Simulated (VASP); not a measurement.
# Mg9O8 (a cell with a defect) in VASP: notebook

Runs on Mg9O8 (a cell with a defect). Level: LDA. Tasks: single point.

Program: VASP 6.6.1. These are calculated values, not measurements. Logs are shortened: lines on timing, memory, paths and dates and some standing lists are left out, and cuts for length are marked.

### Step 1. The cell of the first run

The cell holds a defect, 17 atoms: a = 5.672 Å, b = 5.672 Å, c = 5.672 Å, α = 60.00°, β = 60.00°, γ = 60.00°.

### Step 2. Single point, LDA

Input file INCAR:

```
SYSTEM = Mg9O8
PREC     = Accurate       ! precision mode
ENCUT    = 520            ! plane-wave cutoff, eV
EDIFF    = 1E-6           ! SCF threshold, eV
ISMEAR   = -1             ! smearing method
SIGMA    = 0.02           ! smearing width, eV
LREAL    = Auto         
LASPH    = .TRUE.         ! aspherical terms in the spheres
NELM     = 100            ! most SCF steps
ALGO     = Normal         ! electronic algorithm
ISIF     = 2              ! what is computed and relaxed
LWAVE    = .FALSE.        ! write WAVECAR
LCHARG   = .TRUE.         ! write CHGCAR
LELF     = .TRUE.         ! ELF
LVHAR    = .TRUE.       
NBANDS   = 47             ! bands
```

Input file KPOINTS:

```
regular mesh
0
G
  2 2 2
  0 0 0
```

Input file POSCAR:

```
Mg9O8
1.0
    0.0000000000      4.0110000000      4.0110000000
    4.0110000000      0.0000000000      4.0110000000
    4.0110000000      4.0110000000      0.0000000000
Mg O
9 8
Direct
   -0.0307778609      0.0036773872     -0.0023310895
   -0.0343430566      0.0259910247      0.5062702568
   -0.0175268013      0.5003739716      0.0335826477
    0.0074295687      0.4401146846      0.5034904014
    0.4776240339     -0.0153702319      0.0128022937
    0.5318374470     -0.0143605086      0.4823734729
    0.4597731239      0.5100349040      0.0220019945
    0.6276738968      0.4869359262      0.4213413114
    0.2134505111      0.5723136375      0.6103839442
    0.2425953628      0.2188357018      0.2585265520
    0.2209548741      0.2180628272      0.7875716779
    0.2193592620      0.7630142109      0.2438668661
    0.2438544004      0.7790077287      0.7752430815
    0.7860134630      0.2392670157      0.2182248816
    0.7148466717      0.2493767140      0.7894166043
    0.7556968337      0.7733482922      0.2344303166
    0.7725255547      0.7247319870      0.7354525056
```

Potentials or basis: VASP PAW LDA potentials, release 64 (Mg, O).

Command:

```
$ cat potpaw_LDA.64/Mg/POTCAR potpaw_LDA.64/O/POTCAR > POTCAR
$ mpirun -np 1 vasp_std > vasp.out
```

OUTCAR:

```text
SYSTEM = Mg9O8
   PREC = Accurate
   ENCUT = 520
   EDIFF = 1E-6
   ISMEAR = -1
   LREAL = Auto
   LASPH = .TRUE.
   NELM = 100
   ISIF = 2

 ion  position               nearest neighbor table
   1  0.969  0.004  0.998-  16 1.78  13 1.82  14 1.85  15 1.86  11 1.88  12 1.99   6 2.62   4 2.65
                             3 2.72   2 2.74   7 2.79   5 2.80   5 2.87   7 2.88   2 2.94   3 2.96
   2  0.966  0.026  0.506-  10 1.90  14 1.90  17 2.01  15 2.04  12 2.11   9 2.15  13 2.20   8 2.32
                             4 2.47   6 2.66   3 2.69   1 2.74   5 2.83   5 2.86   1 2.94   3 2.99
   3  0.982  0.500  0.034-  14 1.86  16 1.91  10 1.96   9 2.01  17 2.06   8 2.11  11 2.13  13 2.17
                             4 2.58   2 2.69   7 2.70   1 2.72   5 2.81   5 2.87   1 2.96   7 2.97
   4  0.007  0.440  0.503-  10 1.87  15 1.98  11 2.01  17 2.08   9 2.08  16 2.13  12 2.17   8 2.29
                             2 2.47   3 2.58   1 2.65   7 2.67   6 2.79   6 2.91   1 3.04   7 3.04
   5  0.478  0.985  0.013-  10 1.93  12 1.93  11 1.94  15 2.02  16 2.02  17 2.16   8 2.66   7 2.72
                             1 2.80   3 2.81   2 2.83   6 2.83   2 2.86   6 2.86   3 2.87   1 2.87
   6  0.532  0.986  0.482-  16 1.85  17 1.98  13 2.01  14 2.04  10 2.07  11 2.18   1 2.62   2 2.66
                             8 2.77   4 2.79   7 2.81   5 2.83   5 2.86   7 2.90   4 2.91   8 2.98
   7  0.460  0.510  0.022-  13 1.87  12 1.91  15 1.98  10 2.05  14 2.13  17 2.14   4 2.67   3 2.70
                             5 2.72   8 2.79   1 2.79   6 2.81   1 2.88   6 2.90   5 2.96   3 2.97
   8  0.628  0.487  0.421-  16 1.73  14 1.85   9 1.94  15 1.99   3 2.11   4 2.29   2 2.32  12 2.44
                            13 2.62   5 2.66  11 2.74   6 2.77   7 2.79   6 2.98   7 3.10   5 3.18
   9  0.213  0.572  0.610-  11 1.73  12 1.79  13 1.93   8 1.94   3 2.01  17 2.05   4 2.08   2 2.15
                             7 3.04   5 3.06   7 3.08   5 3.11   6 3.16   6 3.24   1 3.39   1 3.42
  10  0.243  0.219  0.259-   4 1.87   2 1.90   5 1.93   3 1.96   7 2.05   6 2.07
  11  0.221  0.218  0.788-   9 1.73   1 1.88   5 1.94   4 2.01   3 2.13   6 2.18   8 2.74
  12  0.219  0.763  0.244-   9 1.79   7 1.91   5 1.93   1 1.99   2 2.11   4 2.17   8 2.44
  13  0.244  0.779  0.775-   1 1.82   7 1.87   9 1.93   6 2.01   3 2.17   2 2.20   8 2.62
  14  0.786  0.239  0.218-   1 1.85   8 1.85   3 1.86   2 1.90   6 2.04   7 2.13
  15  0.715  0.249  0.789-   1 1.86   4 1.98   7 1.98   8 1.99   5 2.02   2 2.04
  16  0.756  0.773  0.234-   8 1.73   1 1.78   6 1.85   3 1.91   5 2.02   4 2.13
  17  0.773  0.725  0.735-   6 1.98   2 2.01   9 2.05   3 2.06   4 2.08   7 2.14   5 2.16

  LATTYP: Found a face centered cubic cell.
 ALAT       =     8.0220000000

  Lattice vectors:

 A1 = (   0.0000000000,   4.0110000000,   4.0110000000)
 A2 = (   4.0110000000,   0.0000000000,   4.0110000000)
 A3 = (   4.0110000000,   4.0110000000,   0.0000000000)

Analysis of symmetry for initial positions (statically):
=====================================================================
 Subroutine PRICEL returns:
 Original cell was already a primitive cell.

 Routine SETGRP: Setting up the symmetry group for a
 face centered cubic supercell.

 Subroutine GETGRP returns: Found  1 space group operations
 (whereof  1 operations were pure point group operations)
 out of a pool of 48 trial point group operations.

The static configuration has the point symmetry C_1 .

Analysis of symmetry for dynamics (positions and initial velocities):
=====================================================================
 Subroutine PRICEL returns:
 Original cell was already a primitive cell.

 Routine SETGRP: Setting up the symmetry group for a
 face centered cubic supercell.

 Subroutine GETGRP returns: Found  1 space group operations
 (whereof  1 operations were pure point group operations)
 out of a pool of 48 trial point group operations.

The dynamic configuration has the point symmetry C_1 .

 Subroutine INISYM returns: Found  1 space group operations
 (whereof  1 operations are pure point group operations),
 and found     1 'primitive' translations

----------------------------------------------------------------------------------------

                                     Primitive cell

  volume of cell :     129.0589

  direct lattice vectors                    reciprocal lattice vectors
     0.000000000  4.011000000  4.011000000    -0.124657193  0.124657193  0.124657193
     4.011000000  0.000000000  4.011000000     0.124657193 -0.124657193  0.124657193
     4.011000000  4.011000000  0.000000000     0.124657193  0.124657193 -0.124657193

  length of vectors
     5.672410599  5.672410599  5.672410599     0.215912591  0.215912591  0.215912591

[... 48 lines left out ...]

  Cartesian coordinates                     Fractional coordinates (reciprocal lattice)
    -0.062328596  0.062328596  0.062328596     0.500000000  0.000000000  0.000000000
     0.062328596 -0.062328596  0.062328596     0.000000000  0.500000000  0.000000000
     0.062328596  0.062328596 -0.062328596     0.000000000  0.000000000  0.500000000

  Length of vectors
     0.107956296  0.107956296  0.107956296

  Shift w.r.t. Gamma in fractional coordinates (k-lattice)
     0.000000000  0.000000000  0.000000000

 Subroutine IBZKPT returns following result:
 ===========================================

 Found      8 irreducible k-points:

 Following reciprocal coordinates:
            Coordinates               Weight
  0.000000  0.000000  0.000000      1.000000
  0.500000  0.000000  0.000000      1.000000
  0.000000  0.500000  0.000000      1.000000
  0.000000  0.000000  0.500000      1.000000
  0.500000  0.500000  0.500000      1.000000
  0.500000  0.500000  0.000000      1.000000
  0.000000  0.500000  0.500000      1.000000
  0.500000  0.000000  0.500000      1.000000
   k-points           NKPTS =      8   k-points in BZ     NKDIM =      8   number of bands    NBANDS=     47
   number of dos      NEDOS =    301   number of ions     NIONS =     17
   total plane-waves  NPLWV =  74088
   dimension x,y,z NGX =    42 NGY =   42 NGZ =   42
   dimension x,y,z NGXF=    84 NGYF=   84 NGZF=   84
   ions per type =               9   8
   NGX,Y,Z   is equivalent  to a cutoff of  12.31, 12.31, 12.31 a.u.
   NGXF,Y,Z  is equivalent  to a cutoff of  24.62, 24.62, 24.62 a.u.
 SYSTEM =  Mg9O8
   PREC   = accura    normal or accurate (medium, high low for compatibility)
   ISTART =      0    job   : 0-new  1-cont  2-samecut
   ICHARG =      2    charge: 1-file 2-atom 10-const
   ISPIN  =      1    spin polarized calculation?
   LNONCOLLINEAR =      F non collinear calculations
   LSORBIT =      F    spin-orbit coupling
   LASPH  =      T    aspherical Exc in radial PAW
   ENCUT  =  520.0 eV  38.22 Ry    6.18 a.u.  10.55 10.55 10.55*2*pi/ulx,y,z
   NELM   =    100;   NELMIN=  2; NELMDL= -5     # of ELM steps
   EDIFF  = 0.1E-05   stopping-criterion for ELM
   LREAL  =      T    real-space projection
   EDIFFG = 0.1E-04   stopping-criterion for IOM
   NSW    =      0    number of steps for IOM
   IBRION =     -1    ionic relax: 0-MD 1-quasi-New 2-CG
   NFREE  =      0    steps in history (QN), initial steepest desc. (CG)
   ISIF   =      2    stress and relaxation
   ISYM   =      2    0-nonsym 1-usesym 2-fastsym
   POTIM  = 0.5000    time-step for ionic-motion
   TEBEG  =    0.0;   TEEND  =   0.0 temperature during run
   PSTRESS=    0.0 pullay stress
   NELECT =      66.0000    total number of electrons
   NUPDOWN=      -1.0000    fix difference up-down
   EMIN   =  10.00;   EMAX   =-10.00  energy-range for DOS
   EFERMI =   0.00;   METHOD = LEGACY
   ISMEAR =    -1;   SIGMA  =   0.02  broadening in eV -4-tet -1-fermi 0-gaus
   EFERMI_NEDOS =   21; number of points for ismear=-14 and -15
   IALGO  =     38    algorithm
   IMIX   =      4    mixing-type and parameters
     AMIX     =   0.40;   BMIX     =  1.00
     AMIX_MAG =   1.60;   BMIX_MAG =  1.00
  volume/ion in A,a.u.               =       7.59        51.23
  Fermi-wavevector in a.u.,A,eV,Ry     =   1.309162  2.473958 23.319105  1.713906
  Thomas-Fermi vector in A             =   2.439780
   LORBIT       =      0    0 simple, 1 ext, 2 COOP (PROOUT), +10 PAW based schemes
   GGA     = CA    functional components
   LHFCALC =     F    Hartree Fock is set to
   AEXX    =    0.0000 exact exchange contribution
   IVDW    =     0    specifies the selected vdW correction
   LEPSILON=     F    determine dielectric tensor
   LRPA    =     F    only Hartree local field effects (RPA)
 non-spin polarized calculation
  energy-cutoff  :      520.00
  volume of cell :      129.06
 maximum number of plane-waves:      3490
   NGX = 21   NGY = 21   NGZ = 21

 number of electron      65.9999998 magnetization

 Free energy of the ion-electron system (eV)
  ---------------------------------------------------
  ext. energy  EPLUGINS =         0.00000000
  ---------------------------------------------------
  free energy    TOTEN  =       -87.80430074 eV

  energy without entropy =      -87.79359314  energy(sigma->0) =      -87.79894694

 E-fermi :  11.9850     XC(G=0): -12.6494

 val. band max:       11.9602448881   @ k =   0.5000   0.0000   0.5000
 cond. band min:      11.9985489280   @ k =   0.0000   0.5000   0.5000
 fundamental gap:      0.0383040399
 Fermi energy:        11.9849731518

 k-point     1 :       0.0000    0.0000    0.0000
  band No.  band energies     occupation
      1     -13.3827      2.00000
      2     -11.9329      2.00000
      3     -11.7282      2.00000
      4     -11.3654      2.00000
      5     -11.2353      2.00000
      6     -11.2087      2.00000
[... 373 lines left out ...]
     44      16.6334      0.00000
     45      16.7502      0.00000
 [bands above 45 left out]

------------------------ aborting loop because EDIFF is reached ----------------------------------------

  FORCE on cell =-STRESS in cart. coord.  units (eV):
  Direction    XX          YY          ZZ          XY          YZ          ZX
  --------------------------------------------------------------------------------------
  -------------------------------------------------------------------------------------
  Total       63.3047852     55.8602113     68.7026099     -2.3623374      0.4284414     -6.4575491
  in kB      785.8852542    693.4660035    852.8955260    -29.3267895      5.3188042    -80.1660196
  external PRESSURE =     777.4155946 kB  Pullay stress =       0.0000000 kB

 VOLUME and BASIS-vectors are now :
 -----------------------------------------------------------------------------
  energy-cutoff  :      520.00
  volume of cell :      129.06
      direct lattice vectors                 reciprocal lattice vectors
     0.000000000  4.011000000  4.011000000    -0.124657193  0.124657193  0.124657193
     4.011000000  0.000000000  4.011000000     0.124657193 -0.124657193  0.124657193
     4.011000000  4.011000000  0.000000000     0.124657193  0.124657193 -0.124657193

 POSITION                                       TOTAL-FORCE (eV/Angst)
 -----------------------------------------------------------------------------------
      4.01640      7.88920      3.90230         0.953369      1.378593      1.972232
      2.13490      5.90390      3.97750        -0.403620      0.161054     -0.165087
      2.14170      4.07540      5.94770        -1.247158      0.559418      0.307435
      3.78480      2.04930      1.79510         1.400872     -0.052160      0.142777
      4.00070      1.96710      5.86510         0.051097     -0.731960      0.921268
      5.88820      4.06800      6.08660         2.354952     -0.662048     -0.535779
[... 9 lines left out ...]
      4.04220      3.97140      6.13300        -0.748625      0.003221      0.404829
      5.85680      6.04850      6.00550         0.770217      0.933672      0.695309
 -----------------------------------------------------------------------------------
    total drift:                                0.001357      0.000577      0.000805

  FREE ENERGIE OF THE ION-ELECTRON SYSTEM (eV)
  ---------------------------------------------------
  free  energy   TOTEN  =       -87.8043007401 eV

  energy  without entropy=      -87.7935931388  energy(sigma->0) =      -87.79894694
```

It took 64 s on 1 thread of AMD EPYC 7R13 (Zen 3), shared host; peak memory 0.19 GiB.

Results:

* Free energy: -87.8043 eV
* Pressure: 77.7 GPa
* Largest force: 3.408 eV/Å
* Band gap on the k mesh: zero (bands 33 and 34 overlap by 0.10 eV)

Forces in eV/Å, atoms in the order of the input:
```
Mg   0.953  1.379  1.972
Mg  -0.404  0.161 -0.165
Mg  -1.247  0.559  0.307
Mg   1.401 -0.052  0.143
Mg   0.051 -0.732  0.921
Mg   2.355 -0.662 -0.536
Mg  -1.575  1.627  0.560
Mg  -0.142  1.512 -2.456
Mg   1.226 -0.544  1.206
O    0.431  0.498  1.530
O   -0.694  0.099 -0.920
O    0.434 -1.335 -0.679
O   -2.148 -2.030 -1.696
O    0.807 -0.747 -1.660
O   -1.470 -0.669  0.372
O   -0.749  0.003  0.405
O    0.770  0.934  0.695
```

Caveat: the k points lie up to 0.68 Å⁻¹ apart.

### Step 3. Single point, LDA

Input file INCAR:

```
SYSTEM = Mg9O8
PREC = Accurate ; ENCUT = 520
EDIFF = 1E-6 ; ISMEAR = -1
SIGMA = 0.02 ; LREAL = Auto
LASPH = .TRUE. ; NELM = 100
ALGO = Normal ; ISIF = 2
LWAVE = .FALSE. ; LCHARG = .FALSE.
NBANDS = 47
```

KPOINTS is that of step 2.

Input file POSCAR:

```
Mg9O8
1.0
    0.0000000000      4.0110000000      4.0110000000
    4.0110000000      0.0000000000      4.0110000000
    4.0110000000      4.0110000000      0.0000000000
Mg O
9 8
Direct
   -0.0319496385     -0.0117053104      0.0006606831
   -0.0226252805      0.0132510596      0.5170905011
   -0.0273497881      0.4975816505      0.0174520070
   -0.0154450262      0.4857766143      0.5095861381
    0.4702567938     -0.0085764149      0.0274993767
    0.4891548242     -0.0238843181      0.5299675891
    0.4628396909      0.5013587634      0.0264896535
    0.6529294440      0.4477437048      0.4146098230
    0.2131637996      0.5612565445      0.6190974819
    0.2241710297      0.2557840937      0.2404013962
    0.1930316629      0.1983919222      0.8064697083
    0.1690725505      0.7539640987      0.2713911743
    0.2235352780      0.7527299925      0.7596110696
    0.7641859885      0.2230241835      0.2166915981
    0.6927698828      0.2619296933      0.7770630765
    0.7300049863      0.7582024433      0.2709673398
    0.7575417602      0.7659436549      0.7490152082
```

Potentials or basis: VASP PAW LDA potentials, release 64 (Mg, O).

Command:

```
$ cat potpaw_LDA.64/Mg/POTCAR potpaw_LDA.64/O/POTCAR > POTCAR
$ mpirun -np 1 vasp_std > vasp.out
```

It took 64 s on 1 thread of AMD EPYC 7R13 (Zen 3), shared host; peak memory 0.19 GiB.

It converged, with:

* Free energy: -87.4760 eV
* Pressure: 79.2 GPa
* Largest force: 5.106 eV/Å
* Band gap on the k mesh: 0.14 eV

Forces in eV/Å, atoms in the order of the input:
```
Mg   0.577  0.169 -1.681
Mg  -0.617 -1.555  0.986
Mg   0.793  0.990 -1.353
Mg  -0.988 -1.707 -2.937
Mg  -0.287 -0.553 -0.633
Mg   0.683 -1.089  1.490
Mg   0.063  0.837  0.231
Mg   0.833 -0.262 -3.506
Mg  -4.933  0.343  1.275
O    1.190  0.879 -1.044
O   -0.085 -0.412  2.422
O   -0.095 -1.462  2.092
O    3.978  1.532  1.273
O    1.032  0.482 -0.362
O   -1.161  1.707  1.202
O   -0.215 -0.522  2.434
O   -0.766  0.624 -1.889
```

Stress tensor (GPa, compression positive):
```
79.88  1.66 -3.95
 1.66 69.89  5.07
-3.95  5.07 87.85
```

Levels at points of the mesh, in eV from the valence-band top:
```csv
k point,band 31,band 32,band 33,band 34,band 35,band 36
"(0.00, 0.00, 0.00)",-7.17,-6.74,-1.98,0.14,0.44,0.65
"(0.50, 0.00, 0.00)",-7.60,-7.35,-0.06,0.49,1.55,1.80
"(0.00, 0.50, 0.00)",-7.37,-6.96,-0.56,0.23,1.00,1.82
"(0.00, 0.00, 0.50)",-7.51,-6.86,-0.48,0.31,1.07,1.85
"(0.50, 0.50, 0.50)",-7.25,-6.84,-0.52,0.20,1.18,1.55
"(0.50, 0.50, 0.00)",-7.59,-7.04,-0.01,1.05,1.53,2.27
"(0.00, 0.50, 0.50)",-7.51,-7.47,-0.03,1.26,1.57,1.99
"(0.50, 0.00, 0.50)",-7.73,-7.09,0.00,1.00,1.27,2.16
```

Caveat: the k points lie up to 0.68 Å⁻¹ apart.

### Step 4. Single point, LDA

Input file INCAR:

```
SYSTEM = Mg9O8
ALGO = Normal
EDIFF = 1E-6
ENCUT = 520
ISIF = 2
ISMEAR = -1
LASPH = .True.
LCHARG = .False.
LREAL = Auto
LWAVE = .False.
NBANDS = 47
NELM = 100
PREC = Accurate
SIGMA = 0.02
```

Input file KPOINTS:

```
k-points
0
Gamma
  2 2 2
  0 0 0
```

Input file POSCAR:

```
Mg9O8
1.0
    0.0000000000      4.0110000000      4.0110000000
    4.0110000000      0.0000000000      4.0110000000
    4.0110000000      4.0110000000      0.0000000000
Mg O
9 8
Direct
   -0.0039017701      0.0066940912     -0.0183121416
   -0.0443654949      0.0241460982      0.5078409374
   -0.0436549489      0.5247070556      0.0245574670
   -0.0196958364      0.4605335328      0.5257541760
    0.4563201197     -0.0166542009      0.0488406881
    0.4727624034     -0.0323734729      0.5135502368
    0.4479306906      0.4956993269      0.0623410621
    0.6062453254      0.4635627026      0.4382822239
    0.1932061830      0.6220019945      0.5990900025
    0.2185115931      0.2442907006      0.2666791324
    0.2071553229      0.2298429319      0.7569434056
    0.1728995263      0.7819745699      0.2402144104
    0.2201695338      0.7536524557      0.7940164547
    0.7533906756      0.2691473448      0.2078908003
    0.7234480180      0.2684492645      0.7653079033
    0.7734106208      0.7827599102      0.2161431065
    0.7482174021      0.7733981551      0.7361755173
```

Command:

```
$ cat potpaw_LDA.64/Mg/POTCAR potpaw_LDA.64/O/POTCAR > POTCAR
$ mpirun -np 1 vasp_std > vasp.out
```

Run time: 63 s. Hardware: 1 thread of AMD EPYC 7R13 (Zen 3), shared host; peak memory 0.19 GiB.

Results (log left out):

* Free energy: -87.1357 eV
* Pressure: 81.4 GPa
* Largest force: 3.997 eV/Å
* Band gap on the k mesh: 0.25 eV

Forces in eV/Å, atoms in the order of the input:
```
Mg   3.049 -1.897 -1.755
Mg   1.350 -2.636  1.876
Mg  -0.794  1.346 -0.271
Mg   0.585 -2.955  1.213
Mg  -0.857 -0.857  1.198
Mg  -0.189  0.626  1.557
Mg  -1.841 -1.293  1.022
Mg   1.029  2.435  1.399
Mg  -2.806 -0.434 -1.402
O    0.268 -0.550  0.095
O    0.808  1.611  3.521
O    0.749  1.023 -0.470
O    0.578  1.002 -0.357
O   -1.704  1.424 -1.360
O   -0.719 -0.043 -1.834
O    0.889  0.406 -3.012
O   -0.395  0.792 -1.419
```

Stress tensor (GPa, compression positive):
```
83.08 -2.57 -7.10
-2.57 77.92  6.81
-7.10  6.81 83.27
```

Levels at points of the mesh, in eV from the valence-band top:
```tsv
k point	band 31	band 32	band 33	band 34	band 35	band 36
(0.00, 0.00, 0.00)	-6.97	-6.62	-1.78	0.25	0.65	0.88
(0.50, 0.00, 0.00)	-7.33	-7.05	-0.13	0.76	1.52	1.79
(0.00, 0.50, 0.00)	-7.20	-6.74	-0.60	0.38	1.63	1.86
(0.00, 0.00, 0.50)	-7.30	-6.68	-0.48	0.63	1.54	1.66
(0.50, 0.50, 0.50)	-7.33	-6.95	-0.37	0.57	1.52	1.91
(0.50, 0.50, 0.00)	-7.48	-7.20	0.00	1.45	1.84	2.11
(0.00, 0.50, 0.50)	-7.50	-6.80	-0.19	1.18	1.90	2.31
(0.50, 0.00, 0.50)	-7.46	-7.22	-0.05	1.42	1.88	2.15
```

Caveat: the k points lie up to 0.68 Å⁻¹ apart.

(Part 1 of 2 ends here.)
